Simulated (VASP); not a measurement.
# Y (Fm-3m) in VASP: further runs, part 2 of 2

VASP 6.6.1.

### 3 Single point, PBE (25.37 Å³/atom)

POSCAR reads:

```
Y
1.0
    0.0000000000      2.3321630867      2.3321630867
    2.3321630867      0.0000000000      2.3321630867
    2.3321630867      2.3321630867      0.0000000000
Y
1
Direct
    0.0000000000      0.0000000000      0.0000000000
```

INCAR.step1 reads:

```
SYSTEM = Y
PREC     = Accurate       ! precision mode
ENCUT    = 520            ! plane-wave cutoff, eV
EDIFF    = 1E-6           ! SCF threshold, eV
ISMEAR   = -1             ! smearing method
SIGMA    = 0.08           ! smearing width, eV
LREAL    = .FALSE.        ! projectors in reciprocal space
LASPH    = .TRUE.         ! aspherical terms in the spheres
NELM     = 100            ! most SCF steps
ALGO     = Normal         ! electronic algorithm
ISIF     = 2              ! what is computed and relaxed
LWAVE    = .FALSE.        ! write WAVECAR
LCHARG   = .TRUE.         ! write CHGCAR
LMAXMIX  = 4              ! l up to which the mixer works
GGA      = PE             ! functional
NBANDS   = 12             ! bands
```

KPOINTS.step1 reads:

```
Automatic mesh
0
G
  14 14 14
  0 0 0
```

INCAR.step2 reads:

```
SYSTEM = Y
PREC     = Accurate       ! precision mode
ENCUT    = 520            ! plane-wave cutoff, eV
EDIFF    = 1E-6           ! SCF threshold, eV
ISMEAR   = -5             ! smearing method
SIGMA    = 0.08           ! smearing width, eV
LREAL    = .FALSE.        ! projectors in reciprocal space
LASPH    = .TRUE.         ! aspherical terms in the spheres
NELM     = 100            ! most SCF steps
ALGO     = Normal         ! electronic algorithm
ISIF     = 2              ! what is computed and relaxed
LWAVE    = .FALSE.        ! write WAVECAR
LCHARG   = .FALSE.        ! write CHGCAR
LMAXMIX  = 4              ! l up to which the mixer works
GGA      = PE             ! functional
LORBIT   = 10             ! projections on sites
NBANDS   = 12             ! bands
NEDOS    = 2001           ! points of the DOS
ICHARG   = 11             ! starting density
```

KPOINTS.step2 reads:

```
Automatic mesh
0
G
  21 21 21
  0 0 0
```

Potentials or basis: VASP PAW PBE potentials, release 64 (Y_sv).

Started as:

```bash
$ cat potpaw_PBE.64/Y_sv/POTCAR > POTCAR
$ cp INCAR.step1 INCAR
$ cp KPOINTS.step1 KPOINTS
$ mpirun -np 1 vasp_std > vasp.out
$ cp INCAR.step2 INCAR
$ cp KPOINTS.step2 KPOINTS
$ mpirun -np 1 vasp_std > vasp.out
```

OUTCAR:

```text
SYSTEM = Y
   PREC = Accurate
   ENCUT = 520
   EDIFF = 1E-6
   ISMEAR = -5
   LREAL = .FALSE.
   LASPH = .TRUE.
   NELM = 100
   ISIF = 2
   GGA = PE
   LORBIT = 10
   ICHARG = 11

 ion  position               nearest neighbor table
   1  0.000  0.000  0.000-

  LATTYP: Found a face centered cubic cell.
 ALAT       =     4.6643261734

  Lattice vectors:

 A1 = (   0.0000000000,   2.3321630867,   2.3321630867)
 A2 = (   2.3321630867,   0.0000000000,   2.3321630867)
 A3 = (   2.3321630867,   2.3321630867,   0.0000000000)

Analysis of symmetry for initial positions (statically):
=====================================================================
 Subroutine PRICEL returns:
 Original cell was already a primitive cell.

 Routine SETGRP: Setting up the symmetry group for a
 face centered cubic supercell.

 Subroutine GETGRP returns: Found 48 space group operations
 (whereof 48 operations were pure point group operations)
 out of a pool of 48 trial point group operations.

The static configuration has the point symmetry O_h .

Analysis of symmetry for dynamics (positions and initial velocities):
=====================================================================
 Subroutine PRICEL returns:
 Original cell was already a primitive cell.

 Routine SETGRP: Setting up the symmetry group for a
 face centered cubic supercell.

 Subroutine GETGRP returns: Found 48 space group operations
 (whereof 48 operations were pure point group operations)
 out of a pool of 48 trial point group operations.

The dynamic configuration has the point symmetry O_h .

 Subroutine INISYM returns: Found 48 space group operations
 (whereof 48 operations are pure point group operations),
 and found     1 'primitive' translations

----------------------------------------------------------------------------------------

                                     Primitive cell

[... 115 lines left out ...]
   GGA     = PE    functional components
   LHFCALC =     F    Hartree Fock is set to
   AEXX    =    0.0000 exact exchange contribution
   IVDW    =     0    specifies the selected vdW correction
   LEPSILON=     F    determine dielectric tensor
   LRPA    =     F    only Hartree local field effects (RPA)
 non-spin polarized calculation
 Fermi weights with tetrahedron method with Bloechl corrections
  energy-cutoff  :      520.00
  volume of cell :       25.37
 maximum number of plane-waves:       701
 NGX is ok and might be reduce to    28

 number of electron      11.0000000 magnetization

 Free energy of the ion-electron system (eV)
  ---------------------------------------------------
  ext. energy  EPLUGINS =         0.00000000
  ---------------------------------------------------
  free energy    TOTEN  =        -6.15127723 eV

  energy without entropy =       -6.15127723  energy(sigma->0) =       -6.15127723

 E-fermi :   4.3757     XC(G=0): -10.4753

 val. band max:        4.3818576771   @ k =  -0.3810   0.3810   0.1905
 cond. band min:       4.3920723530   @ k =   0.4286   0.2381   0.0952
 fundamental gap:      0.0102146759
 Fermi energy:         4.3756814241

 k-point     1 :       0.0000    0.0000    0.0000
  band No.  band energies     occupation
      1     -37.7605      2.00000
      2     -17.1629      2.00000
      3     -17.1629      2.00000
      4     -17.1629      2.00000
      5      -0.6197      2.00000
      6       6.4370      0.00000
      7       6.4370      0.00000
      8       6.4370      0.00000
      9       9.1348      0.00000
     10       9.1348      0.00000
     11      14.0873      0.00000
     12      18.1766      0.00000
[... 331 lines left out ...]
 k-point    24 :      -0.3810    0.0476    0.0000
  band No.  band energies     occupation
      1     -37.5923      2.00000
      2     -18.2860      2.00000
      3     -17.3330      2.00000
      4     -17.2975      2.00000
      5       2.0789      2.00000
      6       5.5069      0.00000
      7       6.2569      0.00000
      8       6.3613      0.00000
      9      10.2364      0.00000
     10      10.8636      0.00000
     11      13.8220      0.00000
     12      16.3315      0.00000

 [... further k-points ...]
[... 5 lines left out ...]
  --------------------------------------------------------------------------------------
  -------------------------------------------------------------------------------------
  Total        2.2193400      2.2193400      2.2193400      0.0000000      0.0000000     -0.0000000
  in kB      140.1611608    140.1611608    140.1611608      0.0000000      0.0000000     -0.0000000
  external PRESSURE =     140.1611608 kB  Pullay stress =       0.0000000 kB

 VOLUME and BASIS-vectors are now :
 -----------------------------------------------------------------------------
  energy-cutoff  :      520.00
  volume of cell :       25.37
      direct lattice vectors                 reciprocal lattice vectors
     0.000000000  2.332163087  2.332163087    -0.214393240  0.214393240  0.214393240
     2.332163087  0.000000000  2.332163087     0.214393240 -0.214393240  0.214393240
     2.332163087  2.332163087  0.000000000     0.214393240  0.214393240 -0.214393240

 POSITION                                       TOTAL-FORCE (eV/Angst)
 -----------------------------------------------------------------------------------
      0.00000      0.00000      0.00000        -0.000000      0.000000     -0.000000
 -----------------------------------------------------------------------------------
    total drift:                                0.000000     -0.000000     -0.000000

  FREE ENERGIE OF THE ION-ELECTRON SYSTEM (eV)
  ---------------------------------------------------
  free  energy   TOTEN  =        -6.1512772252 eV

  energy  without entropy=       -6.1512772252  energy(sigma->0) =       -6.15127723

 total charge

# of ion       s       p       d       f       tot
--------------------------------------------------
    1        2.328   6.263   1.227   0.015   9.833
```

OUTCAR.step1:

```text
SYSTEM = Y
   PREC = Accurate
   ENCUT = 520
   EDIFF = 1E-6
   ISMEAR = -1
   LREAL = .FALSE.
[... 576 lines left out ...]

 POSITION                                       TOTAL-FORCE (eV/Angst)
 -----------------------------------------------------------------------------------
      0.00000      0.00000      0.00000         0.000000      0.000000      0.000000
 -----------------------------------------------------------------------------------
    total drift:                               -0.000000     -0.000000     -0.000000

  FREE ENERGIE OF THE ION-ELECTRON SYSTEM (eV)
  ---------------------------------------------------
  free  energy   TOTEN  =        -6.1628407554 eV

  energy  without entropy=       -6.1380814157  energy(sigma->0) =       -6.15046109
```

OSZICAR.step1:

```text
N       E                     dE             d eps       ncg     rms          rms(c)
DAV:   1     0.273454344545E+02    0.27345E+02   -0.56824E+03  2496   0.858E+02
DAV:   2    -0.495064999686E+01   -0.32296E+02   -0.31142E+02  2996   0.174E+02
DAV:   3    -0.621750732018E+01   -0.12669E+01   -0.12473E+01  3352   0.228E+01
DAV:   4    -0.625306143123E+01   -0.35554E-01   -0.35540E-01  2828   0.369E+00
DAV:   5    -0.625372869096E+01   -0.66726E-03   -0.66724E-03  3148   0.380E-01    0.257E+01
DAV:   6    -0.615929457204E+01    0.94434E-01   -0.16874E-01  2804   0.280E+00    0.157E+01
DAV:   7    -0.616618135724E+01   -0.68868E-02   -0.24369E-01  3124   0.341E+00    0.141E+00
DAV:   8    -0.616294041493E+01    0.32409E-02   -0.28781E-02  2748   0.138E+00    0.272E-01
DAV:   9    -0.616284232894E+01    0.98086E-04   -0.68923E-04  3032   0.206E-01    0.768E-02
DAV:  10    -0.616283994793E+01    0.23810E-05   -0.52019E-05  2816   0.666E-02    0.182E-02
DAV:  11    -0.616284175702E+01   -0.18091E-05   -0.55474E-06  2972   0.182E-02    0.190E-02
DAV:  12    -0.616284073920E+01    0.10178E-05   -0.13375E-06  2272   0.976E-03    0.107E-03
DAV:  13    -0.616284075536E+01   -0.16160E-07   -0.55217E-08  1384   0.195E-03
   1 F= -.61628408E+01 E0= -.61504611E+01  d E =-.247593E-01
```

It took 59 s on 1 thread of Intel Xeon Platinum 8488C (Sapphire Rapids), shared host; peak memory 0.23 GiB.

What came out:

| Property | Result |
| --- | --- |
| Valence electrons inside the program's atomic spheres | Y 9.83 |

Caveat: tetrahedron occupations give inexact forces and stress in metals.
